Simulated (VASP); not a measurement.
A run of VASP 6.6.1 is set up as follows.

INCAR

```
SYSTEM = C
ALGO = Normal
EDIFF = 1E-6
ENCUT = 520
GGA = PS
ISIF = 2
ISMEAR = 0
LASPH = .TRUE.
LCHARG = .TRUE.
LELF = .TRUE.
LREAL = .FALSE.
LVHAR = .TRUE.
LWAVE = .FALSE.
NBANDS = 31
NELM = 100
PREC = Accurate
SIGMA = 0.05
```

The input KPOINTS:

```
k-points
0
G
  12 12 12
  0 0 0
```

POSCAR

```
C
1.0
    1.2910000000      0.7453591975     10.0411333333
   -1.2910000000      0.7453591975     10.0411333333
    0.0000000000     -1.4907183950     10.0411333333
C
10
Direct
    0.0248220069      0.0248220069      0.0248220069
    0.9751779931      0.9751779931      0.9751779931
    0.1086877374      0.1086877374      0.1086877374
    0.8913122626      0.8913122626      0.8913122626
    0.1583652898      0.1583652898      0.1583652898
    0.8416347102      0.8416347102      0.8416347102
    0.3748635523      0.3748635523      0.3748635523
    0.6251364477      0.6251364477      0.6251364477
    0.4253181912      0.4253181912      0.4253181912
    0.5746818088      0.5746818088      0.5746818088
```

Potentials or basis: VASP PAW PBE potentials, release 64 (C).

The run is started by

```sh
$ cat potpaw_PBE.64/C/POTCAR > POTCAR
$ mpirun -np 1 vasp_std > vasp.out
```

Predict the band gap on the k mesh.

3.64 eV (least direct gap 4.59 eV).

Predict the largest force.

0.364 eV/Å.

Estimate the pressure.

-10.7 GPa.

Forces on the atoms (eV/Å):
```
C    0.000  0.000  0.221
C    0.000  0.000 -0.221
C    0.000  0.000 -0.213
C    0.000  0.000  0.213
C    0.000  0.000  0.364
C    0.000  0.000 -0.364
C    0.000  0.000 -0.340
C    0.000  0.000  0.340
C    0.000  0.000  0.344
C    0.000  0.000 -0.344
```

Caveat: the stress differs along the axes, from -33 to 34 GPa; the PAW data sets were made with another functional, which shifts forces and pressure a little. A hybrid or GW would open this gap; PBEsol tends to underestimate it.
